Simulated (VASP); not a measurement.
# Ir (P6_3/mmc) in VASP: further runs

Ir is run at these levels: r2SCAN; tasks: single point.

Program: VASP 6.6.1. These are calculated values, not measurements. Logs are shortened: lines on timing, memory, paths and dates and some standing lists are left out, and cuts for length are marked.

### 1 The cell of the first run

The structure is hexagonal, space group P6_3/mmc (No. 194). The conventional cell has a = 2.615 Å, b = 2.615 Å, c = 4.243 Å, α = 90.00°, β = 90.00°, γ = 120.00°. Ir (site symmetry -6m2) has 12 Ir at 2.60 to 2.62 Å within 3.4 Å.

This isn't the form of Ir at room conditions, which is fcc.

### 2 Single point, r2SCAN (12.57 Å³/atom)

POSCAR

```
Ir
1.0
    2.6152446879      0.0000000000      0.0000000000
   -1.3076223439      2.2648683368      0.0000000000
    0.0000000000      0.0000000000      4.2429408232
Ir
2
Direct
    0.3333333333      0.6666666667      0.2500000000
    0.6666666667      0.3333333333      0.7500000000
```

INCAR.step1

```
ALGO = Normal
EDIFF = 1E-5
ENCUT = 620
GGA = PE
GGA_COMPAT = F
ISMEAR = -1
LASPH = T
LCHARG = F
LREAL = F
LWAVE = T
NBANDS = 24
NELM = 120
PREC = Accurate
SIGMA = 0.1
```

INCAR.step2

```
ALGO = Normal
EDIFF = 1E-6
ENCUT = 620
GGA_COMPAT = F
ISIF = 2
ISMEAR = -1
ISTART = 1
LASPH = T
LCHARG = F
LMIXTAU = T
LREAL = F
LWAVE = F
METAGGA = R2SCAN
NBANDS = 24
NELM = 120
PREC = Accurate
SIGMA = 0.1
```

KPOINTS

```
k-points
0
Gamma
  15 15 8
```

Potentials or basis: VASP PAW PBE potentials, release 64 (Ir_sv_GW).

Command:

```sh
cat potpaw_PBE.64/Ir_sv_GW/POTCAR > POTCAR
cp INCAR.step1 INCAR
mpirun -np 1 vasp_std > vasp.out
cp INCAR.step2 INCAR
mpirun -np 1 vasp_std > vasp.out
```

OUTCAR:

```text
EDIFF = 1E-6
   ENCUT = 620
   ISIF = 2
   ISMEAR = -1
   ISTART = 1
   LASPH = T
   LREAL = F
   METAGGA = R2SCAN
   NELM = 120
   PREC = Accurate

 ion  position               nearest neighbor table
   1  0.333  0.667  0.250-   2 2.60   2 2.60   2 2.60   2 2.60   2 2.60   2 2.60
   2  0.667  0.333  0.750-   1 2.60   1 2.60   1 2.60   1 2.60   1 2.60   1 2.60

  LATTYP: Found a hexagonal cell.
 ALAT       =     2.6152446879
 C/A-ratio  =     1.6223877035

  Lattice vectors:

 A1 = (   2.6152446879,   0.0000000000,   0.0000000000)
 A2 = (  -1.3076223439,   2.2648683368,   0.0000000000)
 A3 = (   0.0000000000,   0.0000000000,   4.2429408232)

Analysis of symmetry for initial positions (statically):
=====================================================================
 Subroutine PRICEL returns:
 Original cell was already a primitive cell.

 Routine SETGRP: Setting up the symmetry group for a
 hexagonal supercell.

 Subroutine GETGRP returns: Found 24 space group operations
 (whereof 12 operations were pure point group operations)
 out of a pool of 24 trial point group operations.

The static configuration has the point symmetry D_3d.
 The point group associated with its full space group is D_6h.

Analysis of symmetry for dynamics (positions and initial velocities):
=====================================================================
 Subroutine PRICEL returns:
 Original cell was already a primitive cell.

 Routine SETGRP: Setting up the symmetry group for a
 hexagonal supercell.

 Subroutine GETGRP returns: Found 24 space group operations
 (whereof 12 operations were pure point group operations)
 out of a pool of 24 trial point group operations.

The dynamic configuration has the point symmetry D_3d.
 The point group associated with its full space group is D_6h.

 Subroutine INISYM returns: Found 24 space group operations
 (whereof 12 operations are pure point group operations),
 and found     1 'primitive' translations

----------------------------------------------------------------------------------------

                                     Primitive cell

  volume of cell :      25.1317

  direct lattice vectors                    reciprocal lattice vectors
     2.615244688  0.000000000  0.000000000     0.382373399  0.220763385  0.000000000
    -1.307622344  2.264868337  0.000000000     0.000000000  0.441526769  0.000000000
     0.000000000  0.000000000  4.242940823     0.000000000  0.000000000  0.235685587

  length of vectors
     2.615244688  2.615244688  4.242940823     0.441526769  0.441526769  0.235685587

  position of ions in fractional coordinates (direct lattice)
     0.333333333  0.666666667  0.250000000
     0.666666667  0.333333333  0.750000000

  ion indices of the primitive-cell ions
   primitive index   ion index
                 1           1
                 2           2

----------------------------------------------------------------------------------------

 KPOINTS: k-points

Automatic generation of k-mesh.
 Grid dimensions read from file:
 generate k-points for:   15   15    8

 Generating k-lattice:

  Cartesian coordinates                     Fractional coordinates (reciprocal lattice)
     0.025491560  0.014717559  0.000000000     0.066666667  0.000000000  0.000000000
     0.000000000  0.029435118  0.000000000     0.000000000  0.066666667  0.000000000
     0.000000000  0.000000000  0.029460698     0.000000000  0.000000000  0.125000000

  Length of vectors
     0.029435118  0.029435118  0.029460698

  Shift w.r.t. Gamma in fractional coordinates (k-lattice)
     0.000000000  0.000000000  0.000000000

 Subroutine IBZKPT returns following result:
 ===========================================

 Found    135 irreducible k-points:

 Following reciprocal coordinates:
            Coordinates               Weight
  0.000000  0.000000  0.000000      1.000000
  0.066667  0.000000  0.000000      6.000000
  0.133333  0.000000  0.000000      6.000000
  0.200000  0.000000  0.000000      6.000000
  0.266667  0.000000  0.000000      6.000000
  0.333333  0.000000  0.000000      6.000000
[... 16 lines left out ...]
  0.333333  0.200000  0.000000     12.000000
  0.400000  0.200000  0.000000      6.000000
 [... further k-points ...]
   k-points           NKPTS =    135   k-points in BZ     NKDIM =    135   number of bands    NBANDS=     24
   number of dos      NEDOS =    301   number of ions     NIONS =      2
   total plane-waves  NPLWV =  20736
   dimension x,y,z NGX =    24 NGY =   24 NGZ =   36
   dimension x,y,z NGXF=    48 NGYF=   48 NGZF=   72
   ions per type =               2
   NGX,Y,Z   is equivalent  to a cutoff of  15.26, 15.26, 14.11 a.u.
   NGXF,Y,Z  is equivalent  to a cutoff of  30.51, 30.51, 28.21 a.u.
 SYSTEM =  unknown system
   PREC   = accura    normal or accurate (medium, high low for compatibility)
   ISTART =      1    job   : 0-new  1-cont  2-samecut
   ICHARG =      0    charge: 1-file 2-atom 10-const
   ISPIN  =      1    spin polarized calculation?
   LNONCOLLINEAR =      F non collinear calculations
   LSORBIT =      F    spin-orbit coupling
   LASPH  =      T    aspherical Exc in radial PAW
   ENCUT  =  620.0 eV  45.57 Ry    6.75 a.u.   5.31  5.31  8.61*2*pi/ulx,y,z
   NELM   =    120;   NELMIN=  2; NELMDL=  0     # of ELM steps
   EDIFF  = 0.1E-05   stopping-criterion for ELM
   LREAL  =      F    real-space projection
   EDIFFG = 0.1E-04   stopping-criterion for IOM
   NSW    =      0    number of steps for IOM
   IBRION =     -1    ionic relax: 0-MD 1-quasi-New 2-CG
   NFREE  =      0    steps in history (QN), initial steepest desc. (CG)
   ISIF   =      2    stress and relaxation
   ISYM   =      2    0-nonsym 1-usesym 2-fastsym
   POTIM  = 0.5000    time-step for ionic-motion
   TEBEG  =    0.0;   TEEND  =   0.0 temperature during run
   PSTRESS=    0.0 pullay stress
   NELECT =      34.0000    total number of electrons
   NUPDOWN=      -1.0000    fix difference up-down
   EMIN   =  10.00;   EMAX   =-10.00  energy-range for DOS
   EFERMI =   0.00;   METHOD = LEGACY
   ISMEAR =    -1;   SIGMA  =   0.10  broadening in eV -4-tet -1-fermi 0-gaus
   EFERMI_NEDOS =   21; number of points for ismear=-14 and -15
   IALGO  =     38    algorithm
   IMIX   =      4    mixing-type and parameters
     AMIX     =   0.40;   BMIX     =  1.00
     AMIX_MAG =   1.60;   BMIX_MAG =  1.00
  volume/ion in A,a.u.               =      12.57        84.80
  Fermi-wavevector in a.u.,A,eV,Ry     =   1.810619  3.421574 44.604534  3.278341
  Thomas-Fermi vector in A             =   2.869244
   LORBIT       =      0    0 simple, 1 ext, 2 COOP (PROOUT), +10 PAW based schemes
   METAGGA = R2SCAN    functional components
   LHFCALC =     F    Hartree Fock is set to
   AEXX    =    0.0000 exact exchange contribution
   IVDW    =     0    specifies the selected vdW correction
   LEPSILON=     F    determine dielectric tensor
   LRPA    =     F    only Hartree local field effects (RPA)
 non-spin polarized calculation
  energy-cutoff  :      620.00
  volume of cell :       25.13
 maximum number of plane-waves:       898
 NGX is ok and might be reduce to    24
   NGX = 11   NGY = 11   NGZ = 17

 number of electron      34.0000000 magnetization

 Free energy of the ion-electron system (eV)
  ---------------------------------------------------
  ext. energy  EPLUGINS =         0.00000000
  ---------------------------------------------------
  free energy    TOTEN  =      -105.07040790 eV

  energy without entropy =     -105.01016754  energy(sigma->0) =     -105.04028772

 E-fermi :  15.2779     XC(G=0): -16.8029

 val. band max:       15.2739557997   @ k =   0.2000   0.0667   0.3750
 cond. band min:      15.2946936023   @ k =   0.1333   0.0667   0.5000
 fundamental gap:      0.0207378026
 Fermi energy:        15.2779289001

 k-point     1 :       0.0000    0.0000    0.0000
  band No.  band energies     occupation
      1     -80.3304      2.00000
      2     -80.1980      2.00000
      3     -37.2615      2.00000
      4     -36.1416      2.00000
      5     -36.1416      2.00000
      6     -35.9633      2.00000
[... 16 lines left out ...]
     23      31.4240      0.00000
     24      32.9068      0.00000

 k-point     2 :       0.0667    0.0000    0.0000
  band No.  band energies     occupation
      1     -80.3255      2.00000
      2     -80.1961      2.00000
      3     -37.2436      2.00000
      4     -36.1841      2.00000
      5     -36.1554      2.00000
      6     -36.0034      2.00000
[... 16 lines left out ...]
     23      31.7042      0.00000
     24      33.2694      0.00000

 k-point     3 :       0.1333    0.0000    0.0000
  band No.  band energies     occupation
      1     -80.3118      2.00000
      2     -80.1897      2.00000
      3     -37.1917      2.00000
      4     -36.3033      2.00000
      5     -36.1930      2.00000
      6     -36.1261      2.00000
[... 16 lines left out ...]
     23      32.3766      0.00000
     24      34.2605      0.00000

 k-point     4 :       0.2000    0.0000    0.0000
  band No.  band energies     occupation
      1     -80.2908      2.00000
      2     -80.1805      2.00000
      3     -37.1103      2.00000
      4     -36.4782      2.00000
      5     -36.3022      2.00000
      6     -36.2466      2.00000
[... 16 lines left out ...]
     23      32.2799      0.00000
     24      34.5343      0.00000

 k-point     5 :       0.2667    0.0000    0.0000
  band No.  band energies     occupation
      1     -80.2657      2.00000
      2     -80.1712      2.00000
      3     -37.0071      2.00000
      4     -36.6782      2.00000
      5     -36.4980      2.00000
      6     -36.3063      2.00000
[... 451 lines left out ...]
 k-point    22 :       0.2667    0.2000    0.0000
  band No.  band energies     occupation
      1     -80.2127      2.00000
      2     -80.1599      2.00000
      3     -36.8914      2.00000
      4     -36.7973      2.00000
      5     -36.7558      2.00000
      6     -36.4829      2.00000
[... 16 lines left out ...]
     23      27.2253      0.00000
     24      31.1862      0.00000

 k-point    23 :       0.3333    0.2000    0.0000
  band No.  band energies     occupation
      1     -80.1957      2.00000
      2     -80.1603      2.00000
      3     -36.9750      2.00000
      4     -36.8086      2.00000
      5     -36.6579      2.00000
      6     -36.5710      2.00000
[... 16 lines left out ...]
     23      28.6591      0.00000
     24      30.9387      0.00000

 k-point    24 :       0.4000    0.2000    0.0000
  band No.  band energies     occupation
      1     -80.1885      2.00000
      2     -80.1616      2.00000
      3     -37.0042      2.00000
      4     -36.8050      2.00000
      5     -36.6104      2.00000
      6     -36.6104      2.00000
[... 16 lines left out ...]
     23      29.2751      0.00000
     24      30.3937      0.00000

 [... further k-points ...]

------------------------ aborting loop because EDIFF is reached ----------------------------------------

  FORCE on cell =-STRESS in cart. coord.  units (eV):
  Direction    XX          YY          ZZ          XY          YZ          ZX
  --------------------------------------------------------------------------------------
  -------------------------------------------------------------------------------------
  Total       10.0335645     10.0335645     10.1623892      0.0000000      0.0000000     -0.0000000
  in kB      639.6517116    639.6517116    647.8644369      0.0000000      0.0000000     -0.0000000
  external PRESSURE =     642.3892867 kB  Pullay stress =       0.0000000 kB

 VOLUME and BASIS-vectors are now :
 -----------------------------------------------------------------------------
  energy-cutoff  :      620.00
  volume of cell :       25.13
      direct lattice vectors                 reciprocal lattice vectors
     2.615244688  0.000000000  0.000000000     0.382373399  0.220763385  0.000000000
    -1.307622344  2.264868337  0.000000000     0.000000000  0.441526769  0.000000000
     0.000000000  0.000000000  4.242940823     0.000000000  0.000000000  0.235685587

 POSITION                                       TOTAL-FORCE (eV/Angst)
 -----------------------------------------------------------------------------------
     -0.00000      1.50991      1.06074        -0.000000      0.000000      0.000000
      1.30762      0.75496      3.18221         0.000000     -0.000000      0.000000
 -----------------------------------------------------------------------------------
    total drift:                               -0.000000      0.000000     -0.000000

  FREE ENERGIE OF THE ION-ELECTRON SYSTEM (eV)
  ---------------------------------------------------
  free  energy   TOTEN  =      -105.0704079044 eV

  energy  without entropy=     -105.0101675399  energy(sigma->0) =     -105.04028772
```

Run time: 4.7 min. Hardware: 1 thread of AMD EPYC 9R45 (Zen 5), shared host; peak memory 0.2 GiB.

What came out:

| Item | Value |
| --- | --- |
| Free energy | -105.0704 eV |
| Pressure | 64.2 GPa |
| Band gap on the k mesh | zero (bands 17 and 18 overlap by 4.12 eV) |

Caveat: the cell stands under pressure; the PAW data sets were made with another functional, which shifts forces and pressure a little; spin-orbit coupling is left out, which moves the levels of the heavy elements.

### 3 Single point, r2SCAN

This run uses another cell than the first one, of 14.28 Å³/atom.

POSCAR

```
Ir
1.0
    2.7290915489      0.0000000000      0.0000000000
   -1.3645457745      2.3634626106      0.0000000000
    0.0000000000      0.0000000000      4.4276445707
Ir
2
Direct
    0.3333333333      0.6666666667      0.2500000000
    0.6666666667      0.3333333333      0.7500000000
```

INCAR.step1

```
SYSTEM = Ir
PREC = Accurate
ENCUT = 620
ISMEAR = -1
SIGMA = 0.1
LREAL = .FALSE.
LASPH = .TRUE.
NELM = 120
NBANDS = 24
GGA = PE
ALGO = Normal
EDIFF = 1E-5
LWAVE = .TRUE.
LCHARG = .FALSE.
GGA_COMPAT = .FALSE.
```

INCAR.step2

```
SYSTEM = Ir
PREC = Accurate
ENCUT = 620
EDIFF = 1E-6
ISMEAR = -1
SIGMA = 0.1
LREAL = .FALSE.
LASPH = .TRUE.
NELM = 120
ALGO = Normal
ISIF = 2
LWAVE = .FALSE.
LCHARG = .FALSE.
METAGGA = R2SCAN
LMIXTAU = .TRUE.
NBANDS = 24
ISTART = 1
GGA_COMPAT = .FALSE.
```

KPOINTS

```
Automatic mesh
0
G
  13 13 7
  0 0 0
```

Potentials or basis: VASP PAW PBE potentials, release 64 (Ir_sv_GW).

Command:

```sh
cat potpaw_PBE.64/Ir_sv_GW/POTCAR > POTCAR
cp INCAR.step1 INCAR
mpirun -np 1 vasp_std > vasp.out
cp INCAR.step2 INCAR
mpirun -np 1 vasp_std > vasp.out
```

It took 4.4 min on 1 thread of Intel Xeon 6975P-C (Granite Rapids), shared host; peak memory 0.21 GiB.

Results (log left out):

```
Free energy            : -105.6663 eV
Pressure               : -0.9 GPa
Band gap on the k mesh : zero (bands 17 and 18 overlap by 3.47 eV)
```

Levels at points of the mesh, in eV from the Fermi level:
```csv
k point,band 14,band 15,band 16,band 17,band 18,band 19,band 20,band 21
"(0.00, 0.00, 0.00)",-3.30,-3.30,-2.48,-2.48,-0.78,0.26,0.26,7.38
```

Caveat: the PAW data sets were made with another functional, which shifts forces and pressure a little; spin-orbit coupling is left out, which moves the levels of the heavy elements.

The gap in the log of VASP goes by the Fermi energy; the results here count the filled bands.